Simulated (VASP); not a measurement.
# SiP7 (Fmmm) in VASP: a series of runs, part 2 of 2

VASP 6.6.1.

### Step 3. Single point, PBE

This run uses another cell than the first one, of the same volume but with other edges.

File INCAR:

```
SYSTEM = SiP7
PREC = Accurate
ENCUT = 520
EDIFF = 1E-7
ISMEAR = 0
SIGMA = 0.2
LREAL = .False.
LASPH = .True.
NELM = 100
ALGO = Normal
ISIF = 2
LWAVE = .False.
LCHARG = .False.
GGA = PE
NBANDS = 30
```

File KPOINTS:

```
regular mesh
0
Gamma
  6 6 6
  0 0 0
```

File POSCAR:

```
SiP7
1.0
    2.4685144074      3.4761468263      0.0000000000
    2.4685144074     -3.4761468263      0.0000000000
   -2.4685144074      0.0000000000     -6.9057297119
Si P
1 7
Direct
    0.5000000000      0.5000000000      0.0000000000
    0.3778071092      0.8723870884      0.2501941976
    0.6221928908      0.1276129116      0.7498058024
    0.8723870884      0.3778071092      0.2501941976
    0.1276129116      0.6221928908      0.7498058024
    0.2511309033      0.2511309033      0.5022618066
    0.7488690967      0.7488690967      0.4977381934
    0.0000000000      1.0000000000      1.0000000000
```

Potentials or basis: VASP PAW PBE potentials, release 64 (Si, P).

On the command line:

```bash
> cat potpaw_PBE.64/Si/POTCAR potpaw_PBE.64/P/POTCAR > POTCAR
> mpirun -np 1 vasp_std > vasp.out
```

OUTCAR:

```text
SYSTEM = SiP7
   PREC = Accurate
   ENCUT = 520
   EDIFF = 1E-7
   ISMEAR = 0
   LREAL = .False.
   LASPH = .True.
   NELM = 100
   ISIF = 2
   GGA = PE

 ion  position               nearest neighbor table
   1  0.500  0.500  0.000-   2 2.44   3 2.44   4 2.44   5 2.44   8 2.47   8 2.47
   2  0.378  0.872  0.250-   7 2.42   1 2.44   8 2.46   4 2.47   4 2.47   6 2.47
   3  0.622  0.128  0.750-   6 2.42   1 2.44   8 2.46   5 2.47   5 2.47   7 2.47
   4  0.872  0.378  0.250-   7 2.42   1 2.44   8 2.46   2 2.47   2 2.47   6 2.47
   5  0.128  0.622  0.750-   6 2.42   1 2.44   8 2.46   3 2.47   3 2.47   7 2.47
   6  0.251  0.251  0.502-   3 2.42   5 2.42   7 2.47   7 2.47   4 2.47   2 2.47
   7  0.749  0.749  0.498-   2 2.42   4 2.42   6 2.47   6 2.47   5 2.47   3 2.47
   8  0.000  0.000  0.000-   2 2.46   3 2.46   4 2.46   5 2.46   1 2.47   1 2.47

  LATTYP: Found a face centered orthorhombic cell.
 ALAT       =     4.9370288148
 B/A-ratio  =     1.4081938578
 C/A-ratio  =     2.7975245723

  Lattice vectors:

 A1 = (   0.0000000000,  -3.4761468263,  -6.9057297119)
 A2 = (   2.4685144074,   0.0000000000,  -6.9057297119)
 A3 = (   2.4685144074,  -3.4761468263,   0.0000000000)

Analysis of symmetry for initial positions (statically):
=====================================================================
 Subroutine PRICEL returns:
 Original cell was already a primitive cell.

 Routine SETGRP: Setting up the symmetry group for a
 face centered orthorhombic supercell.

 Subroutine GETGRP returns: Found  8 space group operations
 (whereof  8 operations were pure point group operations)
 out of a pool of  8 trial point group operations.

The static configuration has the point symmetry D_2h.

Analysis of symmetry for dynamics (positions and initial velocities):
=====================================================================
 Subroutine PRICEL returns:
[... 138 lines left out ...]
   IALGO  =     38    algorithm
   IMIX   =      4    mixing-type and parameters
     AMIX     =   0.40;   BMIX     =  1.00
     AMIX_MAG =   1.60;   BMIX_MAG =  1.00
  volume/ion in A,a.u.               =      14.81        99.97
  Fermi-wavevector in a.u.,A,eV,Ry     =   1.130243  2.135850 17.380759  1.277450
  Thomas-Fermi vector in A             =   2.266939
   LORBIT       =      0    0 simple, 1 ext, 2 COOP (PROOUT), +10 PAW based schemes
   GGA     = PE    functional components
   LHFCALC =     F    Hartree Fock is set to
   AEXX    =    0.0000 exact exchange contribution
   IVDW    =     0    specifies the selected vdW correction
   LEPSILON=     F    determine dielectric tensor
   LRPA    =     F    only Hartree local field effects (RPA)
 non-spin polarized calculation
 Gauss-broadening in eV      SIGMA  =   0.20
  energy-cutoff  :      520.00
  volume of cell :      118.52
 maximum number of plane-waves:      3210
   NGX = 15   NGY = 15   NGZ = 27

 number of electron      39.0000004 magnetization

 Free energy of the ion-electron system (eV)
  ---------------------------------------------------
  ext. energy  EPLUGINS =         0.00000000
  ---------------------------------------------------
  free energy    TOTEN  =       -42.31909595 eV

  energy without entropy =      -42.26399923  energy(sigma->0) =      -42.29154759

 E-fermi :   9.3272     XC(G=0): -11.1709

 val. band max:        9.3200493757   @ k =  -0.3333  -0.3333   0.3333
 cond. band min:       9.3304583523   @ k =   0.3333   0.1667  -0.0000
 fundamental gap:      0.0104089766
 Fermi energy:         9.3272217820

 k-point     1 :       0.0000    0.0000    0.0000
  band No.  band energies     occupation
      1      -6.7252      2.00000
      2      -4.0664      2.00000
      3      -3.6805      2.00000
      4       0.5961      2.00000
      5       0.6463      2.00000
      6       0.8070      2.00000
[... 781 lines left out ...]
     29      15.6928      0.00000
     30      15.7389      0.00000

 [... further k-points ...]
[... 5 lines left out ...]
  --------------------------------------------------------------------------------------
  -------------------------------------------------------------------------------------
  Total       -1.1778047      0.1499370      0.9683342     -0.0000000      0.0000000      0.0000000
  in kB      -15.9224721      2.0269638     13.0906894     -0.0000000      0.0000000      0.0000000
  external PRESSURE =      -0.2682730 kB  Pullay stress =       0.0000000 kB

 VOLUME and BASIS-vectors are now :
 -----------------------------------------------------------------------------
  energy-cutoff  :      520.00
  volume of cell :      118.52
      direct lattice vectors                 reciprocal lattice vectors
     2.468514407  3.476146826  0.000000000     0.202550975  0.143837423 -0.072403645
     2.468514407 -3.476146826  0.000000000     0.202550975 -0.143837423 -0.072403645
    -2.468514407  0.000000000 -6.905729712     0.000000000  0.000000000 -0.144807289

 POSITION                                       TOTAL-FORCE (eV/Angst)
 -----------------------------------------------------------------------------------
      2.46851      0.00000      0.00000         0.000000      0.000000      0.000000
      2.46851     -1.71923     -1.72777        -0.000000      0.024501      0.036791
      0.00000      1.71923     -5.17796        -0.000000     -0.024501     -0.036791
      2.46851      1.71923     -1.72777         0.000000     -0.024501      0.036791
      0.00000     -1.71923     -5.17796        -0.000000      0.024501     -0.036791
      0.00000      0.00000     -3.46848        -0.000000      0.000000     -0.039835
      2.46851      0.00000     -3.43725         0.000000      0.000000      0.039835
      0.00000      0.00000      0.00000         0.000000      0.000000      0.000000
 -----------------------------------------------------------------------------------
    total drift:                                0.000000     -0.000000     -0.000000

  FREE ENERGIE OF THE ION-ELECTRON SYSTEM (eV)
  ---------------------------------------------------
  free  energy   TOTEN  =       -42.3190959464 eV

  energy  without entropy=      -42.2639992262  energy(sigma->0) =      -42.29154759
```

stdout:

```text
POSCAR found type information on POSCAR SiP
 POSCAR found :  2 types and       8 ions
 scaLAPACK will be used
 LDA part: xc-table for (Slater+PW92), standard interpolation
 POSCAR, INCAR and KPOINTS ok, starting setup
 FFT: planning ... GRIDC
 FFT: planning ... GRID_SOFT
 FFT: planning ... GRID
 WAVECAR not read
 entering main loop
```

It took 91 s on 1 thread of AMD EPYC 9R45 (Zen 5), shared host; peak memory 0.25 GiB.

What came out:

| Item | Value |
| --- | --- |
| Free energy | -42.3191 eV |
| Pressure | 0.0 GPa |
| Largest force | 0.044 eV/Å |

Forces on the atoms (eV/Å):
```
Si   0.000  0.000  0.000
P    0.000  0.025  0.037
P    0.000 -0.025 -0.037
P    0.000 -0.025  0.037
P    0.000  0.025 -0.037
P    0.000  0.000 -0.040
P    0.000  0.000  0.040
P    0.000  0.000  0.000
```

Stress tensor (GPa, compression positive):
```
-1.59  0.00  0.00
 0.00  0.20  0.00
 0.00  0.00  1.31
```

Levels at points of the mesh, in eV from the Fermi level:
| k point | band 16 | band 17 | band 18 | band 19 | band 20 | band 21 | band 22 | band 23 | band 24 | band 25 |
| --- | --- | --- | --- | --- | --- | --- | --- | --- | --- | --- |
| (0.00, 0.00, 0.00) | -2.49 | -2.32 | -2.28 | -2.20 | -1.77 | -0.63 | -0.44 | 1.19 | 3.05 | 3.08 |
| (0.50, 0.00, 0.00) | -2.06 | -0.76 | -0.68 | -0.41 | -0.20 | 0.61 | 0.83 | 1.06 | 1.33 | 3.30 |
| (0.50, 0.50, 0.00) | -1.84 | -1.52 | -1.15 | -0.66 | -0.36 | 1.31 | 2.04 | 3.91 | 4.50 | 5.23 |
| (0.00, 0.00, 0.50) | -3.91 | -3.06 | -2.82 | 0.61 | 1.03 | 1.16 | 1.16 | 1.17 | 1.53 | 2.38 |
| (0.50, 0.50, 0.50) | -1.78 | -1.67 | -0.92 | 0.55 | 1.05 | 3.39 | 3.73 | 3.90 | 4.44 | 4.48 |
